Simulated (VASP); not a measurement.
Runs of VASP 6.6.1 on TiH5. The structure is that of space group P6/mmm (No. 191), or close to it. The cells are those of the table. 

| task | spin | cell | k mesh | cutoff (eV) | gap on the mesh (eV) | pressure (GPa) |
| --- | --- | --- | --- | --- | --- | --- |
| relaxation of cell and atoms | off | relaxed from a = 3.012, b = 3.012, c = 3.894 Å, angles 90.0, 90.0, 120.0°, 6 atoms | 12 × 12 × 10 | 600 | none | 0.1 |
| single point | collinear, ferromagnetic start | a = 3.012, b = 3.012, c = 3.894 Å, angles 90.0, 90.0, 120.0°, 6 atoms | 6 × 6 × 4 | 520 | none | -0.4 |
| single point | off | a = 3.595, b = 3.595, c = 4.447 Å, angles 90.0, 90.0, 120.0°, 6 atoms | 6 × 6 × 4 | 520 | none | -26.2 |
| single point | off | a = 3.012, b = 3.012, c = 3.894 Å, angles 90.0, 90.0, 120.0°, 6 atoms | 6 × 6 × 4 | 520 | none | -0.4 |
| single point | off | a = 3.006, b = 3.006, c = 3.915 Å, angles 90.0, 90.0, 120.0°, 6 atoms | 12 × 12 × 10 | 520 | none | (a) |

Alike in all rows: level PBE; potentials or basis VASP PAW PBE potentials, release 64 (Ti_sv, H); smearing gaussian 0.1 eV.

Question: Estimate the missing entries.

Answer: (a) -0.2.

Caveats: some runs use coarse meshes.

A gap of «none» marks levels without a gap at the run's occupations.
